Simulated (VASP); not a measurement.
Input of a VASP 6.6.1 run:

Contents of INCAR:

```
PREC = Accurate
ENCUT = 600
EDIFF = 1E-7
ISMEAR = -1
SIGMA = 0.1
LREAL = F
LASPH = T
NELM = 100
ALGO = Normal
ISIF = 3
LWAVE = F
LCHARG = F
GGA = PS
IBRION = 2
NSW = 80
EDIFFG = -0.01
```

The input KPOINTS:

```
regular mesh
0
Gamma
  9 9 12
```

POSCAR

```
Ir
1.0
    4.3081096287      0.0000000000      0.0000000000
   -2.1540548143      3.7309323807      0.0000000000
    0.0000000000      0.0000000000      2.6408712024
Ir
3
Direct
    0.0000000000      0.0000000000      0.0000000000
    0.3333333333      0.6666666667      0.5000000000
    0.6666666667      0.3333333333      0.5000000000
```

Potentials or basis: VASP PAW PBE potentials, release 64 (Ir).

Command:

```sh
$ cat potpaw_PBE.64/Ir/POTCAR > POTCAR
$ mpirun -np 1 vasp_std > vasp.out
```

Question: Predict the space group after relaxing (to 0.05 Å).

Answer: P6/mmm (No. 191).

Question: Predict the relaxed volume.

Answer: 14.53 Å³/atom.

Step by step:
| step | energy change (eV) | largest force (eV/Å) | pressure (GPa) | volume (Å³) |
| --- | --- | --- | --- | --- |
| 1 | 0.0000 | 0.0000 | 10.17 | 42.45 |
| 2 | 0.4078 | 0.0000 | -27.89 | 48.20 |
| 3 | -0.0358 | 0.0000 | -0.53 | 43.65 |
| 4 | -0.0359 | 0.0000 | -0.11 | 43.60 |
| 5 | -0.0359 | 0.0000 | 0.08 | 43.58 |
| 6 | -0.0362 | 0.0000 | 0.28 | 43.57 |
| 7 | -0.0366 | 0.0000 | 0.19 | 43.58 |
| 8 | -0.0365 | 0.0000 | -0.49 | 43.66 |
| 9 | -0.0366 | 0.0000 | 0.01 | 43.60 |

Caveat: the PAW data sets were made with another functional, which shifts forces and pressure a little.
